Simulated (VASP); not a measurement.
# Mn (Im-3m) in VASP: single point with PBE

Aim: the single point of Mn with PBE.

Program: VASP 6.6.1. These are calculated values, not measurements. Logs are shortened: lines on timing, memory, paths and dates and some standing lists are left out, and cuts for length are marked.

## 1. The cell of the first run

Symmetry: Im-3m, No. 229, cubic system. Conventional cell: a = 2.840 Å, b = 2.840 Å, c = 2.840 Å, α = 90.00°, β = 90.00°, γ = 90.00°. Mn (site symmetry m-3m) has 14 Mn at 2.46 to 2.84 Å within 3.2 Å.

## 2. Single point, PBE, collinear spin, ferromagnetic start

INCAR

```
ALGO = Normal
EDIFF = 1E-6
ENCUT = 520
GGA = PE
ISIF = 2
ISMEAR = -1
ISPIN = 2
LASPH = T
LCHARG = F
LMAXMIX = 4
LORBIT = 11
LREAL = F
LWAVE = F
MAGMOM = 3 3
NBANDS = 24
NELM = 150
PREC = Accurate
SIGMA = 0.05
```

KPOINTS

```
k-points
0
Gamma
  6 6 6
```

POSCAR

```
Mn
1.0
    2.8400000000      0.0000000000      0.0000000000
    0.0000000000      2.8400000000      0.0000000000
    0.0000000000      0.0000000000      2.8400000000
Mn
2
Direct
    0.0000000000      0.0000000000      0.0000000000
    0.5000000000      0.5000000000      0.5000000000
```

Potentials or basis: VASP PAW PBE potentials, release 64 (Mn_pv).

The run is started by

```sh
$ cat potpaw_PBE.64/Mn_pv/POTCAR > POTCAR
$ mpirun -np 1 vasp_std > vasp.out
```

OUTCAR:

```text
EDIFF = 1E-6
   ENCUT = 520
   GGA = PE
   ISIF = 2
   ISMEAR = -1
   ISPIN = 2
   LASPH = T
   LORBIT = 11
   LREAL = F
   NELM = 150
   PREC = Accurate

 ion  position               nearest neighbor table
   1  0.000  0.000  0.000-   2 2.46   2 2.46   2 2.46   2 2.46   2 2.46   2 2.46   2 2.46   2 2.46

   2  0.500  0.500  0.500-   1 2.46   1 2.46   1 2.46   1 2.46   1 2.46   1 2.46   1 2.46   1 2.46

  LATTYP: Found a simple cubic cell.
 ALAT       =     2.8400000000

  Lattice vectors:

 A1 = (   2.8400000000,   0.0000000000,   0.0000000000)
 A2 = (   0.0000000000,   2.8400000000,   0.0000000000)
 A3 = (   0.0000000000,   0.0000000000,   2.8400000000)

Analysis of symmetry for initial positions (statically):
=====================================================================
 Subroutine PRICEL returns following result:

  LATTYP: Found a body centered cubic cell.
 ALAT       =     2.8400000000

  Lattice vectors:

 A1 = (   1.4200000000,   1.4200000000,  -1.4200000000)
 A2 = (  -1.4200000000,   1.4200000000,   1.4200000000)
 A3 = (   1.4200000000,  -1.4200000000,   1.4200000000)

   2 primitive cells build up your supercell.

 Routine SETGRP: Setting up the symmetry group for a
 simple cubic supercell.

 Subroutine GETGRP returns: Found 48 space group operations
 (whereof 48 operations were pure point group operations)
 out of a pool of 48 trial point group operations.

The static configuration has the point symmetry O_h .

Analysis of symmetry for dynamics (positions and initial velocities):
=====================================================================
 Subroutine PRICEL returns following result:

  LATTYP: Found a body centered cubic cell.
 ALAT       =     2.8400000000

  Lattice vectors:

 A1 = (   1.4200000000,   1.4200000000,  -1.4200000000)
 A2 = (  -1.4200000000,   1.4200000000,   1.4200000000)
 A3 = (   1.4200000000,  -1.4200000000,   1.4200000000)

   2 primitive cells build up your supercell.

 Routine SETGRP: Setting up the symmetry group for a
 simple cubic supercell.

 Subroutine GETGRP returns: Found 48 space group operations
 (whereof 48 operations were pure point group operations)
 out of a pool of 48 trial point group operations.

The dynamic configuration has the point symmetry O_h .

Analysis of structural, dynamic, and magnetic symmetry:
=====================================================================
 Subroutine PRICEL returns following result:

  LATTYP: Found a body centered cubic cell.
 ALAT       =     2.8400000000

  Lattice vectors:

 A1 = (   1.4200000000,   1.4200000000,  -1.4200000000)
 A2 = (  -1.4200000000,   1.4200000000,   1.4200000000)
 A3 = (   1.4200000000,  -1.4200000000,   1.4200000000)

   2 primitive cells build up your supercell.

 Routine SETGRP: Setting up the symmetry group for a
 simple cubic supercell.

 Subroutine GETGRP returns: Found 48 space group operations
 (whereof 48 operations were pure point group operations)
 out of a pool of 48 trial point group operations.

The overall configuration has the point symmetry O_h .

 Subroutine INISYM returns: Found 48 space group operations
 (whereof 48 operations are pure point group operations),
 and found     2 'primitive' translations

----------------------------------------------------------------------------------------

                                     Primitive cell

  volume of cell :      11.4532

  direct lattice vectors                    reciprocal lattice vectors
     1.420000000  1.420000000 -1.420000000     0.352112676  0.352112676  0.000000000
    -1.420000000  1.420000000  1.420000000     0.000000000  0.352112676  0.352112676
     1.420000000 -1.420000000  1.420000000     0.352112676  0.000000000  0.352112676

  length of vectors
     2.459512147  2.459512147  2.459512147     0.497962522  0.497962522  0.497962522

  position of ions in fractional coordinates (direct lattice)
     0.000000000  0.000000000  0.000000000

  ion indices of the primitive-cell ions
   primitive index   ion index
                 1           1

----------------------------------------------------------------------------------------

 KPOINTS: k-points

Automatic generation of k-mesh.
 Grid dimensions read from file:
 generate k-points for:    6    6    6

 Generating k-lattice:

  Cartesian coordinates                     Fractional coordinates (reciprocal lattice)
     0.058685446  0.000000000  0.000000000     0.166666667  0.000000000  0.000000000
     0.000000000  0.058685446  0.000000000     0.000000000  0.166666667  0.000000000
     0.000000000  0.000000000  0.058685446     0.000000000  0.000000000  0.166666667

  Length of vectors
     0.058685446  0.058685446  0.058685446

  Shift w.r.t. Gamma in fractional coordinates (k-lattice)
     0.000000000  0.000000000  0.000000000

 Subroutine IBZKPT returns following result:
 ===========================================

 Found     20 irreducible k-points:

 Following reciprocal coordinates:
            Coordinates               Weight
  0.000000  0.000000  0.000000      1.000000
  0.166667  0.000000  0.000000      6.000000
  0.333333  0.000000  0.000000      6.000000
  0.500000  0.000000  0.000000      3.000000
  0.166667  0.166667  0.000000     12.000000
  0.333333  0.166667  0.000000     24.000000
[... 12 lines left out ...]
  0.500000  0.500000  0.333333      6.000000
  0.500000  0.500000  0.500000      1.000000
   k-points           NKPTS =     20   k-points in BZ     NKDIM =     20   number of bands    NBANDS=     24
   number of dos      NEDOS =    301   number of ions     NIONS =      2
   total plane-waves  NPLWV =  13824
   dimension x,y,z NGX =    24 NGY =   24 NGZ =   24
   dimension x,y,z NGXF=    48 NGYF=   48 NGZF=   48
   ions per type =               2
   NGX,Y,Z   is equivalent  to a cutoff of  14.05, 14.05, 14.05 a.u.
   NGXF,Y,Z  is equivalent  to a cutoff of  28.10, 28.10, 28.10 a.u.
 SYSTEM =  unknown system
   PREC   = accura    normal or accurate (medium, high low for compatibility)
   ISTART =      0    job   : 0-new  1-cont  2-samecut
   ICHARG =      2    charge: 1-file 2-atom 10-const
   ISPIN  =      2    spin polarized calculation?
   LNONCOLLINEAR =      F non collinear calculations
   LSORBIT =      F    spin-orbit coupling
   LASPH  =      T    aspherical Exc in radial PAW
   ENCUT  =  520.0 eV  38.22 Ry    6.18 a.u.   5.28  5.28  5.28*2*pi/ulx,y,z
   NELM   =    150;   NELMIN=  2; NELMDL= -5     # of ELM steps
   EDIFF  = 0.1E-05   stopping-criterion for ELM
   LREAL  =      F    real-space projection
   EDIFFG = 0.1E-04   stopping-criterion for IOM
   NSW    =      0    number of steps for IOM
   IBRION =     -1    ionic relax: 0-MD 1-quasi-New 2-CG
   NFREE  =      0    steps in history (QN), initial steepest desc. (CG)
   ISIF   =      2    stress and relaxation
   ISYM   =      2    0-nonsym 1-usesym 2-fastsym
   POTIM  = 0.5000    time-step for ionic-motion
   TEBEG  =    0.0;   TEEND  =   0.0 temperature during run
   PSTRESS=    0.0 pullay stress
   NELECT =      26.0000    total number of electrons
   NUPDOWN=      -1.0000    fix difference up-down
   EMIN   =  10.00;   EMAX   =-10.00  energy-range for DOS
   EFERMI =   0.00;   METHOD = LEGACY
   ISMEAR =    -1;   SIGMA  =   0.05  broadening in eV -4-tet -1-fermi 0-gaus
   EFERMI_NEDOS =   21; number of points for ismear=-14 and -15
   IALGO  =     38    algorithm
   IMIX   =      4    mixing-type and parameters
     AMIX     =   0.40;   BMIX     =  1.00
     AMIX_MAG =   1.60;   BMIX_MAG =  1.00
  volume/ion in A,a.u.               =      11.45        77.29
  Fermi-wavevector in a.u.,A,eV,Ry     =   1.707711  3.227105 39.678337  2.916275
  Thomas-Fermi vector in A             =   2.786513
   LORBIT       =     11    0 simple, 1 ext, 2 COOP (PROOUT), +10 PAW based schemes
   GGA     = PE    functional components
   LHFCALC =     F    Hartree Fock is set to
   AEXX    =    0.0000 exact exchange contribution
   IVDW    =     0    specifies the selected vdW correction
   LEPSILON=     F    determine dielectric tensor
   LRPA    =     F    only Hartree local field effects (RPA)
 spin polarized calculation
  energy-cutoff  :      520.00
  volume of cell :       22.91
 maximum number of plane-waves:       630
 NGX is ok and might be reduce to    24
   NGX = 11   NGY = 11   NGZ = 11

 number of electron      26.0000019 magnetization       1.9372364

 Free energy of the ion-electron system (eV)
  ---------------------------------------------------
  ext. energy  EPLUGINS =         0.00000000
  ---------------------------------------------------
  free energy    TOTEN  =       -17.71277193 eV

  energy without entropy =      -17.68597118  energy(sigma->0) =      -17.69937155

 E-fermi :   9.8317     XC(G=0): -13.6302

 val. band max:        9.7820234319   @ k =   0.1667   0.1667   0.0000
 cond. band min:       9.8447103634   @ k =   0.5000   0.5000   0.1667
 fundamental gap:      0.0626869315
 Fermi energy:         9.8317187454

 spin component 1

 k-point     1 :       0.0000    0.0000    0.0000
  band No.  band energies     occupation
      1     -38.9527      1.00000
      2     -38.9527      1.00000
      3     -38.9527      1.00000
      4     -38.5235      1.00000
      5     -38.5235      1.00000
      6     -38.5235      1.00000
[... 529 lines left out ...]
     23      21.3902      0.00000
     24      21.3902      0.00000
 Fermi energy:         9.8317187454

 spin component 2

 k-point     1 :       0.0000    0.0000    0.0000
  band No.  band energies     occupation
      1     -37.8617      1.00000
      2     -37.8617      1.00000
      3     -37.8617      1.00000
      4     -37.4160      1.00000
      5     -37.4160      1.00000
      6     -37.4160      1.00000
[... 529 lines left out ...]
     23      21.7605      0.00000
     24      21.7605      0.00000

------------------------ aborting loop because EDIFF is reached ----------------------------------------

  FORCE on cell =-STRESS in cart. coord.  units (eV):
  Direction    XX          YY          ZZ          XY          YZ          ZX
  --------------------------------------------------------------------------------------
  -------------------------------------------------------------------------------------
  Total       -1.4937279     -1.4937279     -1.4937279      0.0000000      0.0000000      0.0000000
  in kB     -104.4785290   -104.4785290   -104.4785290      0.0000000      0.0000000      0.0000000
  external PRESSURE =    -104.4785290 kB  Pullay stress =       0.0000000 kB

 VOLUME and BASIS-vectors are now :
 -----------------------------------------------------------------------------
  energy-cutoff  :      520.00
  volume of cell :       22.91
      direct lattice vectors                 reciprocal lattice vectors
     2.840000000  0.000000000  0.000000000     0.352112676  0.000000000  0.000000000
     0.000000000  2.840000000  0.000000000     0.000000000  0.352112676  0.000000000
     0.000000000  0.000000000  2.840000000     0.000000000  0.000000000  0.352112676

 POSITION                                       TOTAL-FORCE (eV/Angst)
 -----------------------------------------------------------------------------------
      0.00000      0.00000      0.00000        -0.000000     -0.000000     -0.000000
      1.42000      1.42000      1.42000         0.000000      0.000000      0.000000
 -----------------------------------------------------------------------------------
    total drift:                                0.000000      0.000000     -0.000000

  FREE ENERGIE OF THE ION-ELECTRON SYSTEM (eV)
  ---------------------------------------------------
  free  energy   TOTEN  =       -17.7127719266 eV

  energy  without entropy=      -17.6859711800  energy(sigma->0) =      -17.69937155

 total charge

# of ion       s       p       d       tot
------------------------------------------
    1        0.394   6.364   5.101  11.859
    2        0.394   6.364   5.101  11.859
--------------------------------------------------
tot          0.788  12.728  10.203  23.719

 magnetization (x)

# of ion       s       p       d       tot
------------------------------------------
    1       -0.005  -0.016   0.994   0.973
    2       -0.005  -0.016   0.994   0.973
--------------------------------------------------
tot         -0.010  -0.033   1.988   1.945
```

It took 8.8 s on 1 thread of Intel Xeon 6975P-C (Granite Rapids), shared host; peak memory 0.14 GiB.

What came out:

- Free energy: -17.7128 eV
- Pressure: -10.4 GPa
- Net moment: 1.94 μB per cell
- Site moments: Mn +0.97 μB
- Valence electrons inside the program's atomic spheres: Mn 11.86

Caveat: the k points lie up to 0.37 Å⁻¹ apart.
